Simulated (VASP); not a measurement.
A run of VASP 6.6.1:

Contents of INCAR:

```
PREC     = Accurate       # precision mode
ENCUT    = 520            # plane-wave cutoff, eV
EDIFF    = 1E-6           # SCF threshold, eV
ISMEAR   = 0              # smearing method
SIGMA    = 0.05           # smearing width, eV
LREAL    = False          # projectors in reciprocal space
LASPH    = True           # aspherical terms in the spheres
NELM     = 150            # most SCF steps
ALGO     = Normal         # electronic algorithm
ISIF     = 2              # what is computed and relaxed
LWAVE    = False          # write WAVECAR
LCHARG   = True           # write CHGCAR
ISPIN    = 2              # spin polarisation
MAGMOM   = 1.62 0         # initial moments
LORBIT   = 11             # projections on sites
LMAXMIX  = 4              # l up to which the mixer works
GGA      = PE             # functional
LELF     = True           # ELF
LVHAR    = True         
NBANDS   = 19             # bands
```

KPOINTS

```
regular mesh
0
Gamma
  12 12 12
```

POSCAR

```
NiO
1.0
    0.0000000000      2.2409531277      2.2409531277
    2.2409531277      0.0000000000      2.2409531277
    2.2409531277      2.2409531277      0.0000000000
Ni O
1 1
Direct
    0.0000000000      0.0000000000      0.0000000000
    0.2500000000      0.2500000000      0.2500000000
```

Potentials or basis: VASP PAW PBE potentials, release 64 (Ni, O).

The run is started by

```console
$ cat potpaw_PBE.64/Ni/POTCAR potpaw_PBE.64/O/POTCAR > POTCAR
$ mpirun -np 1 vasp_std > vasp.out
```

Hardware: 1 thread of AMD EPYC 7R43 64-Core Processor (Zen 3) (shared host).

How long does it take, and how much memory?

Run time: 59 s on 1 thread of AMD EPYC 7R43 64-Core Processor (Zen 3), on a shared host, peak memory 0.14 GiB. Counts: scf iterations 16, k points 72.
